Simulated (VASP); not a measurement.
Ag:

```
CELL_PARAMETERS angstrom
0.00000 2.04310 2.04310
2.04310 0.00000 2.04310
2.04310 2.04310 0.00000
ATOMIC_POSITIONS crystal
Ag 0.00000 0.00000 0.00000
```

```yaml
Program: VASP 6.6.1
Task: relaxation of cell and atoms
Functional: PBE
Potentials_or_basis: VASP PAW PBE potentials, release 64 (Ag)
Cutoff: 500 eV
k_mesh: 16 × 16 × 16
Occupations: fermi-dirac, width 0.05 eV
Spin: no spin polarisation
```

At the start: pressure 4.5 GPa; volume 17.06 Å³/atom.

Q: How do energy, volume and symmetry change on relaxing?

A: Over 3 steps the energy falls by 10.5 meV/atom and the volume is 17.83 Å³/atom (+4.6 %); space group Fm-3m (No. 225, to 0.05 Å).

Step by step:
```csv
step,energy change (eV),largest force (eV/Å),pressure (GPa),volume (Å³)
1,0.0000,0.0000,4.55,17.06
2,-0.0075,0.0000,-2.05,18.28
3,-0.0105,0.0000,0.01,17.83
```

Final structure:
```
CELL_PARAMETERS angstrom
0.00000 2.07365 2.07365
2.07365 0.00000 2.07365
2.07365 2.07365 0.00000
ATOMIC_POSITIONS crystal
Ag 0.00000 0.00000 0.00000
```
